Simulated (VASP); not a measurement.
SbBr, 2 atoms in the cell. It takes space group Fm-3m (No. 225, cubic). The conventional cell has a = 6.318 Å, b = 6.318 Å, c = 6.318 Å, α = 90.00°, β = 90.00°, γ = 90.00°. Within 4.2 Å of Sb (site symmetry m-3m) lie 6 Br at 3.16 Å. Br (site symmetry m-3m) has 6 Sb at 3.16 Å within 4.2 Å. 

```yaml
Program: VASP 6.6.1
Task: single point
Functional: PBE
Potentials_or_basis: VASP PAW PBE potentials, release 64 (Sb, Br)
Cutoff: 520 eV
k_mesh: 6 × 6 × 6
Occupations: gaussian, width 0.1 eV
Spin: no spin polarisation
Dipole_correction: no
Further_INCAR_settings: ALGO = Normal; EDIFF = 1e-06; NBANDS = 13
```

Potentials or basis: VASP PAW PBE potentials, release 64 (Sb, Br).

Run with:

```bash
$ cat potpaw_PBE.64/Sb/POTCAR potpaw_PBE.64/Br/POTCAR > POTCAR
$ mpirun -np 1 vasp_std > vasp.out
```

Hardware: 1 thread of Intel(R) Xeon(R) 6975P-C (Granite Rapids) (shared host).

Task: How long does it take, and how much memory?

Result: Wall time 6 s on 1 thread of Intel(R) Xeon(R) 6975P-C (Granite Rapids), on a shared host, peak memory 0.2 GiB. Counts: scf iterations 10, k points 16.
